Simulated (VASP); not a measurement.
Set up this calculation in VASP 6.6.1, as the native input.

```
Task                   : single point
Functional             : r2SCAN
Potentials or basis    : VASP PAW PBE potentials, release 64 (Zn, Se)
Cutoff                 : 520 eV
k mesh                 : 8 × 6 × 1
Occupations            : fermi-dirac, width 0.02 eV
Spin                   : no spin polarisation
Dipole correction      : yes
Further INCAR settings : ALGO = Normal; EDIFF = 1e-07; NBANDS = 36
```

The system is ZnSe, a slab with vacuum.

```
CELL_PARAMETERS angstrom
4.00522 0.00000 0.00000
0.00000 5.66424 0.00000
0.00000 0.00000 11.28640
ATOMIC_POSITIONS crystal
Zn 0.25000 0.08475 0.35941
Zn 0.75000 0.66468 0.50000
Zn 0.25000 0.08475 0.64059
Se 0.75000 0.87986 0.31011
Se 0.25000 0.40609 0.50000
Se 0.75000 0.87986 0.68989
```

These files were run (other wordings do the same):

POSCAR

```
ZnSe
1.0
    4.0052217771      0.0000000000      0.0000000000
    0.0000000000      5.6642389575      0.0000000000
    0.0000000000      0.0000000000     11.2864000000
Zn Se
3 3
Direct
    0.2500000000      0.0847549943      0.3594089619
    0.7500000000      0.6646812713      0.4999999991
    0.2500000000      0.0847549969      0.6405910426
    0.7500000000      0.8798601147      0.3101068870
    0.2500000000      0.4060885093      0.5000000010
    0.7500000000      0.8798601134      0.6898931130
```

INCAR.step1

```
SYSTEM = ZnSe
ALGO = Normal
DIPOL = 0.5 0.5 0.500
EDIFF = 1E-4
ENCUT = 520
GGA = PE
IDIPOL = 3
ISMEAR = -1
LASPH = .True.
LCHARG = .False.
LDIPOL = .True.
LREAL = .False.
LWAVE = .True.
NBANDS = 36
NELM = 60
PREC = Accurate
SIGMA = 0.02
```

INCAR.step2

```
SYSTEM = ZnSe
ALGO = Normal
DIPOL = 0.5 0.5 0.500
EDIFF = 1E-7
ENCUT = 520
IDIPOL = 3
ISIF = 2
ISMEAR = -1
ISTART = 1
LASPH = .True.
LCHARG = .False.
LDIPOL = .True.
LMIXTAU = .True.
LREAL = .False.
LWAVE = .False.
METAGGA = R2SCAN
NBANDS = 36
NELM = 60
PREC = Accurate
SIGMA = 0.02
```

KPOINTS

```
k-points
0
Gamma
  8 6 1
  0 0 0
```

Potentials or basis: VASP PAW PBE potentials, release 64 (Zn, Se).

Command:

```bash
$ cat potpaw_PBE.64/Zn/POTCAR potpaw_PBE.64/Se/POTCAR > POTCAR
$ cp INCAR.step1 INCAR
$ mpirun -np 1 vasp_std > vasp.out
$ cp INCAR.step2 INCAR
$ mpirun -np 1 vasp_std > vasp.out
```

It gave:

```json
{
  "Largest force": "0.020 eV/Å",
  "Band gap on the k mesh": "2.44 eV"
}
```

Caveat: the PAW data sets were made with another functional, which shifts forces and pressure a little.

It took 8.7 min on 1 thread of AMD EPYC 9R45 96-Core Processor (Zen 5) (shared host), peak memory 0.41 GiB.
